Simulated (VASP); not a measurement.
A run of VASP 6.6.1:

INCAR

```
SYSTEM = CuMo4
PREC = Accurate ; ENCUT = 520
EDIFF = 1E-6 ; ISMEAR = 0
SIGMA = 0.1 ; LREAL = .False.
LASPH = .True. ; NELM = 150
ALGO = Normal ; ISIF = 2
LWAVE = .False. ; LCHARG = .False.
ISPIN = 2 ; MAGMOM = 0 1 1 1 1
LORBIT = 11 ; LMAXMIX = 4
GGA = PE ; NBANDS = 46
```

KPOINTS

```
regular mesh
0
Gamma
  4 4 4
  0 0 0
```

File POSCAR:

```
CuMo4
1.0
    4.4592079900      0.0000000000      0.0000000000
    0.0000000000      4.4592079900      0.0000000000
    0.0000000000      0.0000000000      4.4592079900
Cu Mo
1 4
Direct
    0.0000000000      0.0000000000      0.0000000000
    0.5000000000      0.0000000000      0.0000000000
    0.0000000000      0.5000000000      0.0000000000
    0.0000000000      0.0000000000      0.5000000000
    0.5000000000      0.5000000000      0.5000000000
```

Potentials or basis: VASP PAW PBE potentials, release 64 (Cu, Mo_sv).

The run is started by

```bash
$ cat potpaw_PBE.64/Cu/POTCAR potpaw_PBE.64/Mo_sv/POTCAR > POTCAR
$ mpirun -np 1 vasp_std > vasp.out
```

Hardware: 1 thread of Intel(R) Xeon(R) Platinum 8488C (Sapphire Rapids), with other jobs on the host.

Question: Estimate the wall time of this run.

Answer: Run time: 110 s on 1 thread of Intel(R) Xeon(R) Platinum 8488C (Sapphire Rapids), on a shared host, peak memory 0.26 GiB. Counts: scf iterations 20, k points 10.
